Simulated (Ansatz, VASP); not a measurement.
**One calculation of Al4Co, two programs**

```
Al Co
1.0
    -2.78458    2.78458    2.78458
     2.78458   -2.78458    2.78458
     2.78458    2.78458   -2.78458
Al Co
4 1
Direct
  0.50000 0.50000 0.50000
  0.00000 0.00000 0.50000
  0.00000 0.50000 0.00000
  0.50000 0.00000 0.00000
  0.00000 0.00000 0.00000
```

Alike in both runs: functional PBE; k mesh 8 × 8 × 8; occupations gaussian, width 0.1 eV; collinear spin.

Ansatz relaxed the structure, and its values are those at the end. VASP's run is a single point on that final structure, the one shown.

|  | VASP | Ansatz |
| --- | --- | --- |
| version | VASP 6.6.1 | Ansatz 0.2.0 |
| potentials or method | VASP PAW PBE potentials, release 64 (Al, Co), cutoff 520 eV | scalar-relativistic, plane waves, PAW |
| valence electrons in the cell | 21 | 29 |

VASP gave:

```
gap on the k mesh at the Fermi level (eV)                     : none
pressure (GPa)                                                : -0.1
net moment per atom (μB)                                      : 0.09
size of the moment on the site where the two differ most (μB) : 0.26
```

Q: What did Ansatz give for the same quantities?

A: gap on the k mesh at the Fermi level (eV): none; pressure (GPa): 0.0; net moment per atom (μB): 0.09; size of the moment on the site where the two differ most (μB): 0.27.

Site moments also hang on the region over which each program counts them. A gap of «none» marks a metal or a gap that the smearing closes. VASP's potentials hold 21 valence electrons a cell and Ansatz's 29, so a difference there can come from the potentials and not from the codes.
